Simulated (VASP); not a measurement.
# SrO (I4/mmm) in VASP: notebook

Runs on SrO. Level: LDA. Tasks: single point.

Everything below comes from runs of VASP 6.6.1. Logs are shortened: lines on timing, memory, paths and dates and some standing lists are left out, and cuts for length are marked.

## Step 1: The cell of the first run

It takes space group I4/mmm (No. 139, tetragonal). Conventional cell: a = 3.543 Å, b = 3.543 Å, c = 5.397 Å, α = 90.00°, β = 90.00°, γ = 90.00°. Sr (site symmetry 4/mmm) has 6 O at 2.51 to 2.70 Å within 3.3 Å. Within 3.3 Å of O (site symmetry 4/mmm) lie 6 Sr at 2.51 to 2.70 Å.

## Step 2: Single point, LDA (strain -0.025 along x and y, +0.050 along z)

File INCAR:

```
PREC     = Accurate       # precision mode
ENCUT    = 520            # plane-wave cutoff, eV
EDIFF    = 1E-6           # SCF threshold, eV
ISMEAR   = 0              # smearing method
SIGMA    = 0.05           # smearing width, eV
LREAL    = False          # projectors in reciprocal space
LASPH    = True           # aspherical terms in the spheres
NELM     = 100            # most SCF steps
ALGO     = Normal         # electronic algorithm
ISIF     = 2              # what is computed and relaxed
LWAVE    = False          # write WAVECAR
LCHARG   = True           # write CHGCAR
GGA      = CA             # functional
LELF     = True           # ELF
LVHAR    = True         
NBANDS   = 15             # bands
```

File KPOINTS:

```
Automatic mesh
0
Gamma
  8 8 8
```

File POSCAR:

```
SrO
1.0
    0.0000000000      2.5055550000      2.6982900000
    2.5055550000      0.0000000000      2.6982900000
    2.5055550000      2.5055550000      0.0000000000
Sr O
1 1
Direct
    0.0000000000      0.0000000000      0.0000000000
    0.5000000000      0.5000000000      0.5000000000
```

Potentials or basis: VASP PAW LDA potentials, release 64 (Sr_sv, O).

On the command line:

```
cat potpaw_LDA.64/Sr_sv/POTCAR potpaw_LDA.64/O/POTCAR > POTCAR
mpirun -np 1 vasp_std > vasp.out
```

OUTCAR:

```text
PREC = Accurate
   ENCUT = 520
   EDIFF = 1E-6
   ISMEAR = 0
   LREAL = False
   LASPH = True
   NELM = 100
   ISIF = 2
   GGA = CA

 ion  position               nearest neighbor table
   1  0.000  0.000  0.000-   2 2.51   2 2.51   2 2.51   2 2.51   2 2.70   2 2.70
   2  0.500  0.500  0.500-   1 2.51   1 2.51   1 2.51   1 2.51   1 2.70   1 2.70

  LATTYP: Found a body centered tetragonal cell.
 ALAT       =     3.5433898623
 C/A-ratio  =     1.5229992210

  Lattice vectors:

 A1 = (  -2.5055550000,   0.0000000000,   2.6982900000)
 A2 = (   2.5055550000,   0.0000000000,   2.6982900000)
 A3 = (   0.0000000000,   2.5055550000,  -2.6982900000)

Analysis of symmetry for initial positions (statically):
=====================================================================
 Subroutine PRICEL returns:
 Original cell was already a primitive cell.

 Routine SETGRP: Setting up the symmetry group for a
 body centered tetragonal supercell.

 Subroutine GETGRP returns: Found 16 space group operations
 (whereof 16 operations were pure point group operations)
 out of a pool of 16 trial point group operations.

The static configuration has the point symmetry D_4h.

Analysis of symmetry for dynamics (positions and initial velocities):
=====================================================================
 Subroutine PRICEL returns:
 Original cell was already a primitive cell.

 Routine SETGRP: Setting up the symmetry group for a
 body centered tetragonal supercell.

 Subroutine GETGRP returns: Found 16 space group operations
 (whereof 16 operations were pure point group operations)
 out of a pool of 16 trial point group operations.

The dynamic configuration has the point symmetry D_4h.

 Subroutine INISYM returns: Found 16 space group operations
 (whereof 16 operations are pure point group operations),
 and found     1 'primitive' translations

----------------------------------------------------------------------------------------

                                     Primitive cell

  volume of cell :      33.8787

  direct lattice vectors                    reciprocal lattice vectors
     0.000000000  2.505555000  2.698290000    -0.199556585  0.199556585  0.185302543
     2.505555000  0.000000000  2.698290000     0.199556585 -0.199556585  0.185302543
     2.505555000  2.505555000  0.000000000     0.199556585  0.199556585 -0.185302543

  length of vectors
     3.682197005  3.682197005  3.543389862     0.337613231  0.337613231  0.337613231

  position of ions in fractional coordinates (direct lattice)
     0.000000000  0.000000000  0.000000000
     0.500000000  0.500000000  0.500000000

  ion indices of the primitive-cell ions
   primitive index   ion index
                 1           1
                 2           2

----------------------------------------------------------------------------------------

 KPOINTS: Automatic mesh

Automatic generation of k-mesh.
 Grid dimensions read from file:
 generate k-points for:    8    8    8

 Generating k-lattice:

  Cartesian coordinates                     Fractional coordinates (reciprocal lattice)
    -0.024944573  0.024944573  0.023162818     0.125000000  0.000000000  0.000000000
     0.024944573 -0.024944573  0.023162818     0.000000000  0.125000000  0.000000000
     0.024944573  0.024944573 -0.023162818     0.000000000  0.000000000  0.125000000

  Length of vectors
     0.042201654  0.042201654  0.042201654

  Shift w.r.t. Gamma in fractional coordinates (k-lattice)
     0.000000000  0.000000000  0.000000000

 Subroutine IBZKPT returns following result:
 ===========================================

 Found     59 irreducible k-points:

 Following reciprocal coordinates:
            Coordinates               Weight
  0.000000  0.000000  0.000000      1.000000
  0.125000  0.000000  0.000000      8.000000
  0.250000  0.000000  0.000000      8.000000
  0.375000 -0.000000  0.000000      8.000000
  0.500000  0.000000  0.000000      4.000000
  0.125000  0.125000  0.000000      2.000000
[... 16 lines left out ...]
  0.250000  0.000000  0.125000     16.000000
  0.375000 -0.000000  0.125000     16.000000
 [... further k-points ...]
   k-points           NKPTS =     59   k-points in BZ     NKDIM =     59   number of bands    NBANDS=     15
   number of dos      NEDOS =    301   number of ions     NIONS =      2
   total plane-waves  NPLWV =  21952
   dimension x,y,z NGX =    28 NGY =   28 NGZ =   28
   dimension x,y,z NGXF=    56 NGYF=   56 NGZF=   56
   ions per type =               1   1
   NGX,Y,Z   is equivalent  to a cutoff of  12.64, 12.64, 13.14 a.u.
   NGXF,Y,Z  is equivalent  to a cutoff of  25.28, 25.28, 26.27 a.u.
 SYSTEM =  unknown system
   PREC   = accura    normal or accurate (medium, high low for compatibility)
   ISTART =      0    job   : 0-new  1-cont  2-samecut
   ICHARG =      2    charge: 1-file 2-atom 10-const
   ISPIN  =      1    spin polarized calculation?
   LNONCOLLINEAR =      F non collinear calculations
   LSORBIT =      F    spin-orbit coupling
   LASPH  =      T    aspherical Exc in radial PAW
   ENCUT  =  520.0 eV  38.22 Ry    6.18 a.u.   6.85  6.85  6.59*2*pi/ulx,y,z
   NELM   =    100;   NELMIN=  2; NELMDL= -5     # of ELM steps
   EDIFF  = 0.1E-05   stopping-criterion for ELM
   LREAL  =      F    real-space projection
   EDIFFG = 0.1E-04   stopping-criterion for IOM
   NSW    =      0    number of steps for IOM
   IBRION =     -1    ionic relax: 0-MD 1-quasi-New 2-CG
   NFREE  =      0    steps in history (QN), initial steepest desc. (CG)
   ISIF   =      2    stress and relaxation
   ISYM   =      2    0-nonsym 1-usesym 2-fastsym
   POTIM  = 0.5000    time-step for ionic-motion
   TEBEG  =    0.0;   TEEND  =   0.0 temperature during run
   PSTRESS=    0.0 pullay stress
   NELECT =      16.0000    total number of electrons
   NUPDOWN=      -1.0000    fix difference up-down
   EMIN   =  10.00;   EMAX   =-10.00  energy-range for DOS
   EFERMI =   0.00;   METHOD = LEGACY
   ISMEAR =     0;   SIGMA  =   0.05  broadening in eV -4-tet -1-fermi 0-gaus
   EFERMI_NEDOS =   21; number of points for ismear=-14 and -15
   IALGO  =     38    algorithm
   IMIX   =      4    mixing-type and parameters
     AMIX     =   0.40;   BMIX     =  1.00
     AMIX_MAG =   1.60;   BMIX_MAG =  1.00
  volume/ion in A,a.u.               =      16.94       114.31
  Fermi-wavevector in a.u.,A,eV,Ry     =   1.274890  2.409192 22.114149  1.625344
  Thomas-Fermi vector in A             =   2.407633
   LORBIT       =      0    0 simple, 1 ext, 2 COOP (PROOUT), +10 PAW based schemes
   GGA     = CA    functional components
   LHFCALC =     F    Hartree Fock is set to
   AEXX    =    0.0000 exact exchange contribution
   IVDW    =     0    specifies the selected vdW correction
   LEPSILON=     F    determine dielectric tensor
   LRPA    =     F    only Hartree local field effects (RPA)
 non-spin polarized calculation
 Gauss-broadening in eV      SIGMA  =   0.05
  energy-cutoff  :      520.00
  volume of cell :       33.88
 maximum number of plane-waves:       938
   NGX = 13   NGY = 13   NGZ = 13

 number of electron      15.9999997 magnetization

 Free energy of the ion-electron system (eV)
  ---------------------------------------------------
  ext. energy  EPLUGINS =         0.00000000
  ---------------------------------------------------
  free energy    TOTEN  =       -13.32945223 eV

  energy without entropy =      -13.32945223  energy(sigma->0) =      -13.32945223

 E-fermi :   1.7911     XC(G=0): -10.5334

 val. band max:        1.4504429658   @ k =   0.0000   0.0000   0.0000
 cond. band min:       4.4020598762   @ k =   0.5000   0.0000   0.5000
 fundamental gap:      2.9516169104
 Fermi energy:         1.7910810076

 k-point     1 :       0.0000    0.0000    0.0000
  band No.  band energies     occupation
      1     -30.6918      2.00000
      2     -13.4155      2.00000
      3     -12.4591      2.00000
      4     -12.4018      2.00000
      5     -12.4018      2.00000
      6       1.2030      2.00000
      7       1.4504      2.00000
      8       1.4504      2.00000
      9       5.0420      0.00000
     10       7.1109      0.00000
     11       7.7044      0.00000
     12       7.7044      0.00000
     13       9.4173      0.00000
     14      10.2176      0.00000
     15      13.8651      0.00000

 k-point     2 :       0.1250    0.0000    0.0000
  band No.  band energies     occupation
      1     -30.6702      2.00000
      2     -13.8387      2.00000
      3     -12.4743      2.00000
      4     -12.4045      2.00000
      5     -12.0326      2.00000
      6       0.8545      2.00000
      7       1.1286      2.00000
      8       1.2276      2.00000
      9       5.7359      0.00000
     10       7.2481      0.00000
     11       7.7406      0.00000
     12       7.9933      0.00000
     13       9.8348      0.00000
     14      10.6539      0.00000
     15      14.8947      0.00000

 k-point     3 :       0.2500    0.0000    0.0000
  band No.  band energies     occupation
      1     -30.6176      2.00000
      2     -14.4644      2.00000
      3     -12.5306      2.00000
      4     -12.4106      2.00000
      5     -11.5165      2.00000
      6       0.0308      2.00000
      7       0.6754      2.00000
      8       0.7478      2.00000
      9       7.1608      0.00000
     10       7.3663      0.00000
     11       8.5539      0.00000
     12       8.7858      0.00000
     13      10.8733      0.00000
     14      11.7235      0.00000
     15      16.9209      0.00000
[... 343 lines left out ...]
 k-point    23 :       0.2500    0.0000    0.1250
  band No.  band energies     occupation
      1     -30.6170      2.00000
      2     -14.3613      2.00000
      3     -12.5652      2.00000
      4     -12.5107      2.00000
      5     -11.5425      2.00000
      6       0.0314      2.00000
      7       0.8392      2.00000
      8       1.0867      2.00000
      9       6.5459      0.00000
     10       6.6862      0.00000
     11       8.7859      0.00000
     12       9.1513      0.00000
     13      10.5046      0.00000
     14      11.9478      0.00000
     15      17.0565      0.00000

 k-point    24 :       0.3750   -0.0000    0.1250
  band No.  band energies     occupation
      1     -30.5641      2.00000
      2     -14.7625      2.00000
      3     -12.6222      2.00000
      4     -12.5162      2.00000
      5     -11.3303      2.00000
      6      -0.3647      2.00000
      7       0.4251      2.00000
      8       0.6482      2.00000
      9       6.8432      0.00000
     10       8.0331      0.00000
     11       9.8162      0.00000
     12      10.0688      0.00000
     13      11.7755      0.00000
     14      12.8199      0.00000
     15      17.0121      0.00000

 [... further k-points ...]
[... 5 lines left out ...]
  --------------------------------------------------------------------------------------
  -------------------------------------------------------------------------------------
  Total        0.1497858      0.1497858     -1.6791840      0.0000000     -0.0000000      0.0000000
  in kB        7.0836092      7.0836092    -79.4113098      0.0000000     -0.0000000      0.0000000
  external PRESSURE =     -21.7480305 kB  Pullay stress =       0.0000000 kB

 VOLUME and BASIS-vectors are now :
 -----------------------------------------------------------------------------
  energy-cutoff  :      520.00
  volume of cell :       33.88
      direct lattice vectors                 reciprocal lattice vectors
     0.000000000  2.505555000  2.698290000    -0.199556585  0.199556585  0.185302543
     2.505555000  0.000000000  2.698290000     0.199556585 -0.199556585  0.185302543
     2.505555000  2.505555000  0.000000000     0.199556585  0.199556585 -0.185302543

 POSITION                                       TOTAL-FORCE (eV/Angst)
 -----------------------------------------------------------------------------------
      0.00000      0.00000      0.00000         0.000000      0.000000      0.000000
      2.50556      2.50556      2.69829        -0.000000     -0.000000      0.000000
 -----------------------------------------------------------------------------------
    total drift:                                0.000000      0.000000      0.000000

  FREE ENERGIE OF THE ION-ELECTRON SYSTEM (eV)
  ---------------------------------------------------
  free  energy   TOTEN  =       -13.3294522250 eV

  energy  without entropy=      -13.3294522250  energy(sigma->0) =      -13.32945223
```

Run time: 29 s. Hardware: 1 thread of Intel Xeon Platinum 8488C (Sapphire Rapids), shared host; peak memory 0.16 GiB.

Results:

| Quantity | Value |
| --- | --- |
| Free energy | -13.3295 eV |
| Pressure | -2.2 GPa |
| Band gap on the k mesh | 2.95 eV, indirect (least direct gap 3.00 eV) |

Levels at points of the mesh, in eV from the valence-band top:
```csv
k point,band 6,band 7,band 8,band 9,band 10,band 11
"(0.00, 0.00, 0.00)",-0.25,0.00,0.00,3.59,5.66,6.25
"(0.50, 0.00, 0.00)",-2.34,-1.28,-1.28,6.35,8.16,8.72
"(0.50, 0.50, 0.00)",-0.79,-0.07,-0.07,3.19,7.74,9.87
"(0.50, 0.00, 0.50)",-0.36,-0.34,-0.05,2.95,7.61,10.16
```

Caveat: the cell differs from its parent crystal (strain -0.025 along x and y, +0.050 along z).

## Step 3: Single point, LDA (strain +0.025 along x and y, -0.050 along z)

File INCAR:

```
SYSTEM = SrO
PREC = Accurate
ENCUT = 520
EDIFF = 1E-6
ISMEAR = 0
SIGMA = 0.05
LREAL = .FALSE.
LASPH = .TRUE.
NELM = 100
ALGO = Normal
ISIF = 2
LWAVE = .FALSE.
LCHARG = .TRUE.
GGA = CA
LELF = .TRUE.
LVHAR = .TRUE.
NBANDS = 15
```

File KPOINTS:

```
Automatic mesh
0
G
  8 8 8
  0 0 0
```

File POSCAR:

```
SrO
1.0
    0.0000000000      2.6340450000      2.4413100000
    2.6340450000      0.0000000000      2.4413100000
    2.6340450000      2.6340450000      0.0000000000
Sr O
1 1
Direct
    0.0000000000      0.0000000000      0.0000000000
    0.5000000000      0.5000000000      0.5000000000
```

Potentials or basis: VASP PAW LDA potentials, release 64 (Sr_sv, O).

On the command line:

```
cat potpaw_LDA.64/Sr_sv/POTCAR potpaw_LDA.64/O/POTCAR > POTCAR
mpirun -np 1 vasp_std > vasp.out
```

It took 27 s on 1 thread of Intel Xeon Platinum 8488C (Sapphire Rapids), shared host; peak memory 0.16 GiB.

Results (log left out):

```
Free energy            : -13.3169 eV
Pressure               : -2.0 GPa
Band gap on the k mesh : 2.68 eV, indirect (least direct gap 2.96 eV)
```

Stress tensor (GPa, compression positive):
```
-5.90  0.00  0.00
 0.00 -5.90  0.00
 0.00  0.00  5.84
```

Levels at points of the mesh, in eV from the valence-band top:
```tsv
k point	band 5	band 6	band 7	band 8	band 9	band 10	band 11	band 12
(0.00, 0.00, 0.00)	-14.01	-0.33	-0.33	0.00	3.45	5.73	5.73	6.30
(0.50, 0.00, 0.00)	-12.60	-2.49	-1.44	-1.43	6.21	8.02	8.55	8.71
(0.50, 0.50, 0.00)	-14.49	-0.42	-0.42	-0.28	2.68	7.63	9.97	10.13
(0.50, 0.00, 0.50)	-14.29	-0.80	-0.44	-0.04	2.99	7.43	9.81	10.12
```

Caveat: the cell differs from its parent crystal (strain +0.025 along x and y, -0.050 along z). A k mesh can miss the band edges.
